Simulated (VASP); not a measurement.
Input of a VASP 6.6.1 run:

File INCAR:

```
ALGO     = Normal         # electronic algorithm
EDIFF    = 1E-6           # SCF threshold, eV
ENCUT    = 520            # plane-wave cutoff, eV
GGA      = CA             # functional
ISIF     = 2              # what is computed and relaxed
ISMEAR   = -1             # smearing method
ISPIN    = 2              # spin polarisation
LASPH    = T              # aspherical terms in the spheres
LCHARG   = F              # write CHGCAR
LMAXMIX  = 4              # l up to which the mixer works
LORBIT   = 11             # projections on sites
LREAL    = F              # projectors in reciprocal space
LWAVE    = F              # write WAVECAR
MAGMOM   = 3              # initial moments
NBANDS   = 16             # bands
NELM     = 150            # most SCF steps
PREC     = Accurate       # precision mode
SIGMA    = 0.05           # smearing width, eV
```

KPOINTS

```
k-points
0
Gamma
  16 16 16
```

Contents of POSCAR:

```
Mn
1.0
    2.3144497323      0.0000000000      0.0000000000
    0.0000000000      2.3144497323      0.0000000000
    0.0000000000      0.0000000000      2.3144497323
Mn
1
Direct
    0.0000000000      0.0000000000      0.0000000000
```

Potentials or basis: VASP PAW LDA potentials, release 64 (Mn_pv).

Command:

```bash
$ cat potpaw_LDA.64/Mn_pv/POTCAR > POTCAR
$ mpirun -np 1 vasp_std > vasp.out
```

Problem. Predict the site moments.

Solution. Mn +0.19 μB.

Problem. Predict the pressure.

Solution. -22.0 GPa.
